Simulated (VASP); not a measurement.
# Ni (Fm-3m) in VASP: notebook

Runs on Ni. Level: BLYP. Tasks: relaxation of cell and atoms, single point.

Program: VASP 6.6.1. These are calculated values, not measurements. Logs are shortened: lines on timing, memory, paths and dates and some standing lists are left out, and cuts for length are marked.

### 1 The cell of the first run

Symmetry: Fm-3m, No. 225, cubic system. Conventional cell: a = 3.524 Å, b = 3.524 Å, c = 3.524 Å, α = 90.00°, β = 90.00°, γ = 90.00°. Within 3.3 Å of Ni (site symmetry m-3m) lie 12 Ni at 2.49 Å.

### 2 Relaxation of cell and atoms, BLYP, collinear spin, antiferromagnetic start

INCAR reads:

```
SYSTEM = Ni
PREC     = Accurate       ! precision mode
ENCUT    = 600            ! plane-wave cutoff, eV
EDIFF    = 1E-6           ! SCF threshold, eV
ISMEAR   = -1             ! smearing method
SIGMA    = 0.05           ! smearing width, eV
LREAL    = .FALSE.        ! projectors in reciprocal space
LASPH    = .TRUE.         ! aspherical terms in the spheres
NELM     = 150            ! most SCF steps
ALGO     = Normal         ! electronic algorithm
ISIF     = 3              ! what is computed and relaxed
LWAVE    = .FALSE.        ! write WAVECAR
LCHARG   = .FALSE.        ! write CHGCAR
ISPIN    = 2              ! spin polarisation
MAGMOM   = 0.8 -0.8       ! initial moments
LORBIT   = 11             ! projections on sites
LMAXMIX  = 4              ! l up to which the mixer works
GGA      = B5             ! functional
ALDAX    = 1.0          
AGGAX    = 1.0          
AGGAC    = 1.0          
ALDAC    = 0.0          
IBRION   = 2              ! ionic algorithm
NSW      = 80             ! ionic steps
EDIFFG   = -0.01          ! ionic threshold
```

KPOINTS reads:

```
regular mesh
0
G
  13 13 9
  0 0 0
```

POSCAR reads:

```
Ni
1.0
    2.4917594441      0.0000000000      0.0000000000
    0.0000000000      2.4917594441      0.0000000000
    0.0000000000      0.0000000000      3.5238800000
Ni
2
Direct
    0.0000000000      0.0000000000      0.0000000000
    0.5000000000      0.5000000000      0.5000000000
```

Potentials or basis: VASP PAW PBE potentials, release 64 (Ni).

The run is started by

```sh
$ cat potpaw_PBE.64/Ni/POTCAR > POTCAR
$ mpirun -np 1 vasp_std > vasp.out
```

OUTCAR:

```text
SYSTEM = Ni
   PREC = Accurate
   ENCUT = 600
   EDIFF = 1E-6
   ISMEAR = -1
   LREAL = .FALSE.
   LASPH = .TRUE.
   NELM = 150
   ISIF = 3
   ISPIN = 2
   LORBIT = 11
   GGA = B5
   IBRION = 2
   NSW = 80
   EDIFFG = -0.01

 ion  position               nearest neighbor table
   1  0.000  0.000  0.000-   2 2.49   2 2.49   2 2.49   2 2.49   2 2.49   2 2.49   2 2.49   2 2.49

   2  0.500  0.500  0.500-   1 2.49   1 2.49   1 2.49   1 2.49   1 2.49   1 2.49   1 2.49   1 2.49

  LATTYP: Found a simple tetragonal cell.
 ALAT       =     2.4917594441
 C/A-ratio  =     1.4142135624

  Lattice vectors:

 A1 = (   2.4917594441,   0.0000000000,   0.0000000000)
 A2 = (   0.0000000000,   2.4917594441,   0.0000000000)
 A3 = (   0.0000000000,   0.0000000000,   3.5238800000)

Analysis of symmetry for initial positions (statically):
=====================================================================
 Subroutine PRICEL returns following result:

  LATTYP: Found a face centered cubic cell.
 ALAT       =     3.5238800000
[... 12 lines left out ...]
 Subroutine GETGRP returns: Found 16 space group operations
 (whereof 16 operations were pure point group operations)
 out of a pool of 16 trial point group operations.

The static configuration has the point symmetry D_4h.

Analysis of symmetry for dynamics (positions and initial velocities):
=====================================================================
 Subroutine PRICEL returns following result:

  LATTYP: Found a face centered cubic cell.
 ALAT       =     3.5238800000
[... 12 lines left out ...]
 Subroutine GETGRP returns: Found 16 space group operations
 (whereof 16 operations were pure point group operations)
 out of a pool of 16 trial point group operations.

The dynamic configuration has the point symmetry D_4h.

Analysis of structural, dynamic, and magnetic symmetry:
=====================================================================
 Subroutine PRICEL returns following result:

  LATTYP: Found a face centered cubic cell.
 ALAT       =     3.5238800000
[... 12 lines left out ...]
 Subroutine GETGRP returns: Found 16 space group operations
 (whereof 16 operations were pure point group operations)
 out of a pool of 16 trial point group operations.

The overall configuration has the point symmetry D_4h.

 Subroutine INISYM returns: Found 16 space group operations
 (whereof 16 operations are pure point group operations),
 and found     2 'primitive' translations

----------------------------------------------------------------------------------------

                                     Primitive cell

  volume of cell :      10.9396

  direct lattice vectors                    reciprocal lattice vectors
    -1.245879722 -1.245879722 -1.761940000    -0.401322849 -0.000000000 -0.283778108
     1.245879722 -1.245879722 -1.761940000     0.401322849 -0.000000000 -0.283778108
     0.000000000 -2.491759444  0.000000000     0.000000000 -0.401322849  0.283778108

  length of vectors
     2.491759444  2.491759444  2.491759444     0.491518102  0.491518102  0.491518102

  position of ions in fractional coordinates (direct lattice)
     0.000000000  0.000000000  0.000000000

  ion indices of the primitive-cell ions
   primitive index   ion index
                 1           1

----------------------------------------------------------------------------------------

 KPOINTS: regular mesh

Automatic generation of k-mesh.
 Grid dimensions read from file:
 generate k-points for:   13   13    9

 Generating k-lattice:

  Cartesian coordinates                     Fractional coordinates (reciprocal lattice)
     0.030870988  0.000000000  0.000000000     0.076923077  0.000000000  0.000000000
     0.000000000  0.030870988  0.000000000     0.000000000  0.076923077  0.000000000
     0.000000000  0.000000000  0.031530901     0.000000000  0.000000000  0.111111111

  Length of vectors
     0.030870988  0.030870988  0.031530901

  Shift w.r.t. Gamma in fractional coordinates (k-lattice)
     0.000000000  0.000000000  0.000000000

 Subroutine IBZKPT returns following result:
 ===========================================

 Found    140 irreducible k-points:

 Following reciprocal coordinates:
            Coordinates               Weight
  0.000000  0.000000  0.000000      1.000000
  0.076923  0.000000  0.000000      4.000000
  0.153846  0.000000  0.000000      4.000000
  0.230769  0.000000  0.000000      4.000000
  0.307692  0.000000  0.000000      4.000000
  0.384615  0.000000  0.000000      4.000000
[... 16 lines left out ...]
  0.307692  0.307692  0.000000      4.000000
  0.384615  0.307692  0.000000      8.000000
 [... further k-points ...]
   k-points           NKPTS =    140   k-points in BZ     NKDIM =    140   number of bands    NBANDS=     14
   number of dos      NEDOS =    301   number of ions     NIONS =      2
   total plane-waves  NPLWV =  11200
   dimension x,y,z NGX =    20 NGY =   20 NGZ =   28
   dimension x,y,z NGXF=    40 NGYF=   40 NGZF=   56
   ions per type =               2
   NGX,Y,Z   is equivalent  to a cutoff of  13.34, 13.34, 13.21 a.u.
   NGXF,Y,Z  is equivalent  to a cutoff of  26.69, 26.69, 26.42 a.u.
 SYSTEM =  Ni
   PREC   = accura    normal or accurate (medium, high low for compatibility)
   ISTART =      0    job   : 0-new  1-cont  2-samecut
   ICHARG =      2    charge: 1-file 2-atom 10-const
   ISPIN  =      2    spin polarized calculation?
   LNONCOLLINEAR =      F non collinear calculations
   LSORBIT =      F    spin-orbit coupling
   LASPH  =      T    aspherical Exc in radial PAW
   ENCUT  =  600.0 eV  44.10 Ry    6.64 a.u.   4.98  4.98  7.04*2*pi/ulx,y,z
   NELM   =    150;   NELMIN=  2; NELMDL= -5     # of ELM steps
   EDIFF  = 0.1E-05   stopping-criterion for ELM
   LREAL  =      F    real-space projection
   EDIFFG = -.1E-01   stopping-criterion for IOM
   NSW    =     80    number of steps for IOM
   IBRION =      2    ionic relax: 0-MD 1-quasi-New 2-CG
   NFREE  =      1    steps in history (QN), initial steepest desc. (CG)
   ISIF   =      3    stress and relaxation
   ISYM   =      2    0-nonsym 1-usesym 2-fastsym
   POTIM  = 0.5000    time-step for ionic-motion
   TEBEG  =    0.0;   TEEND  =   0.0 temperature during run
   PSTRESS=    0.0 pullay stress
   NELECT =      20.0000    total number of electrons
   NUPDOWN=      -1.0000    fix difference up-down
   EMIN   =  10.00;   EMAX   =-10.00  energy-range for DOS
   EFERMI =   0.00;   METHOD = LEGACY
   ISMEAR =    -1;   SIGMA  =   0.05  broadening in eV -4-tet -1-fermi 0-gaus
   EFERMI_NEDOS =   21; number of points for ismear=-14 and -15
   IALGO  =     38    algorithm
   IMIX   =      4    mixing-type and parameters
     AMIX     =   0.40;   BMIX     =  1.00
     AMIX_MAG =   1.60;   BMIX_MAG =  1.00
  volume/ion in A,a.u.               =      10.94        73.82
  Fermi-wavevector in a.u.,A,eV,Ry     =   1.588816  3.002428 34.345698  2.524338
  Thomas-Fermi vector in A             =   2.687762
   LORBIT       =     11    0 simple, 1 ext, 2 COOP (PROOUT), +10 PAW based schemes
   GGA     = B5    functional components
   LHFCALC =     F    Hartree Fock is set to
   AEXX    =    0.0000 exact exchange contribution
   IVDW    =     0    specifies the selected vdW correction
   LEPSILON=     F    determine dielectric tensor
   LRPA    =     F    only Hartree local field effects (RPA)
 conjugate gradient relaxation of ions
 spin polarized calculation
  energy-cutoff  :      600.00
  volume of cell :       21.88
 maximum number of plane-waves:       748
 NGX is ok and might be reduce to    20
   NGX =  9   NGY =  9   NGZ = 15

--------------------------------------- Ionic step        1  -------------------------------------------

 number of electron      19.9999989 magnetization       0.0000000

 number of electron      19.9999989 magnetization      -0.0000000

 Free energy of the ion-electron system (eV)
  ---------------------------------------------------
  ext. energy  EPLUGINS =         0.00000000
  ---------------------------------------------------
  free energy    TOTEN  =        -9.11326169 eV

  energy without entropy =       -9.05702911  energy(sigma->0) =       -9.08514540

------------------------ aborting loop because EDIFF is reached ----------------------------------------

  FORCE on cell =-STRESS in cart. coord.  units (eV):
  Direction    XX          YY          ZZ          XY          YZ          ZX
  --------------------------------------------------------------------------------------
  -------------------------------------------------------------------------------------
  Total        1.0163163      1.0163163      1.0415317      0.0000000     -0.0000000     -0.0000000
  in kB       74.4228235     74.4228235     76.2692966      0.0000000     -0.0000000     -0.0000000
  external PRESSURE =      75.0383145 kB  Pullay stress =       0.0000000 kB
[... 63 lines left out ...]
 number of electron      19.9999996 magnetization      -0.0000000

 number of electron      19.9999996 magnetization       0.0000000

 Free energy of the ion-electron system (eV)
  ---------------------------------------------------
  ext. energy  EPLUGINS =         0.00000000
  ---------------------------------------------------
  free energy    TOTEN  =        -9.13358107 eV

  energy without entropy =       -9.07712831  energy(sigma->0) =       -9.10535469

 E-fermi :   9.0062     XC(G=0): -12.3959

 val. band max:        9.0055494238   @ k =   0.4615   0.4615   0.4444
 cond. band min:       9.0064307499   @ k =   0.4615   0.4615   0.3333
 fundamental gap:      0.0008813261
 Fermi energy:         9.0061880512

 spin component 1

 k-point     1 :       0.0000    0.0000    0.0000
  band No.  band energies     occupation
      1       0.6374      1.00000
      2       5.0481      1.00000
      3       5.5694      1.00000
      4       7.2665      1.00000
      5       7.2665      1.00000
      6       7.2709      1.00000
      7       8.2739      1.00000
      8       8.2740      1.00000
      9       8.9561      0.73155
     10       9.1641      0.04076
     11       9.1641      0.04076
     12      11.7570      0.00000
     13      18.2367      0.00000
     14      23.6544      0.00000
[... 379 lines left out ...]
      3       5.9362      1.00000
      4       5.9870      1.00000
      5       7.5550      1.00000
      6       8.1420      1.00000
      7       8.5130      0.99995
      8       8.6455      0.99926
      9       8.7526      0.99377
     10       9.0907      0.15570
     11       9.1252      0.08476
     12      13.7647      0.00000
     13      19.3043      0.00000
     14      19.9257      0.00000

 [... further k-points ...]

 spin component 2

 k-point     1 :       0.0000    0.0000    0.0000
  band No.  band energies     occupation
      1       0.6374      1.00000
      2       5.0481      1.00000
      3       5.5694      1.00000
      4       7.2665      1.00000
      5       7.2665      1.00000
      6       7.2709      1.00000
      7       8.2739      1.00000
      8       8.2740      1.00000
      9       8.9561      0.73155
     10       9.1641      0.04076
     11       9.1641      0.04076
     12      11.7570      0.00000
     13      18.2367      0.00000
     14      23.6544      0.00000
[... 420 lines left out ...]
  FREE ENERGIE OF THE ION-ELECTRON SYSTEM (eV)
  ---------------------------------------------------
  free  energy   TOTEN  =        -9.1335810674 eV

  energy  without entropy=       -9.0771283124  energy(sigma->0) =       -9.10535469

 reached required accuracy - stopping structural energy minimisation

 total charge

# of ion       s       p       d       tot
------------------------------------------
    1        0.478   0.441   8.362   9.280
    2        0.478   0.441   8.362   9.280
--------------------------------------------------
tot          0.956   0.881  16.723  18.560

 magnetization (x)

# of ion       s       p       d       tot
------------------------------------------
    1       -0.000   0.001   0.108   0.110
    2        0.000  -0.001  -0.108  -0.110
--------------------------------------------------
tot          0.000   0.000   0.000   0.000
```

Wall time 3.4 min (1 thread of Intel Xeon 6975P-C (Granite Rapids), shared host); peak memory 0.2 GiB.

Results:

```
Free energy                                           : -9.1336 eV
Relaxed volume                                        : 11.39 Å³/atom
Relaxed cell                                          : a = 2.525 Å, b = 2.525 Å, c = 3.573 Å, α = 90.00°, β = 90.00°, γ = 90.00°
Space group after relaxing (to 0.1 Å)                 : Fm-3m (No. 225)
Energy gained by relaxing                             : 10.2 meV/atom
Ionic steps                                           : 3
Pressure after relaxing                               : 0.0 GPa
Band gap on the k mesh                                : zero (filled and empty bands overlap)
Net moment                                            : 0.00 μB per cell
Site moments                                          : Ni +0.11, -0.11 μB
Valence electrons inside the program's atomic spheres : Ni 9.28
```

Step by step:
| step | energy change (eV) | largest force (eV/Å) | pressure (GPa) | volume (Å³) |
| --- | --- | --- | --- | --- |
| 1 | 0.0000 | 0.0000 | 7.50 | 21.88 |
| 2 | -0.0079 | 0.0000 | -5.10 | 23.54 |
| 3 | -0.0203 | 0.0000 | -0.04 | 22.79 |

Final structure:
```cif
data_structure
_symmetry_space_group_name_H-M 'P 1'
_symmetry_Int_Tables_number 1
_cell_length_a 2.5254
_cell_length_b 2.5254
_cell_length_c 3.5727
_cell_angle_alpha 90.000
_cell_angle_beta 90.000
_cell_angle_gamma 90.000
_cell_volume 22.79
loop_
_atom_site_label
_atom_site_type_symbol
_atom_site_fract_x
_atom_site_fract_y
_atom_site_fract_z
_atom_site_occupancy
Ni1 Ni 0.00000 0.00000 0.00000 1
Ni2 Ni 0.50000 0.50000 0.50000 1
```

Levels at points of the mesh, in eV from the Fermi level:
Spin up:
| k point | band 6 | band 7 | band 8 | band 9 | band 10 | band 11 | band 12 | band 13 | band 14 |
| --- | --- | --- | --- | --- | --- | --- | --- | --- | --- |
| (0.00, 0.00, 0.00) | -1.74 | -0.73 | -0.73 | -0.05 | 0.16 | 0.16 | 2.75 | 9.23 | 14.65 |
Spin down:
| k point | band 8 | band 9 | band 10 | band 11 | band 12 | band 13 |
| --- | --- | --- | --- | --- | --- | --- |
| (0.00, 0.00, 0.00) | -0.73 | -0.05 | 0.16 | 0.16 | 2.75 | 9.23 |

Caveat: the PAW data sets were made with another functional, which shifts forces and pressure a little.

(Part 1 of 3 ends here.)
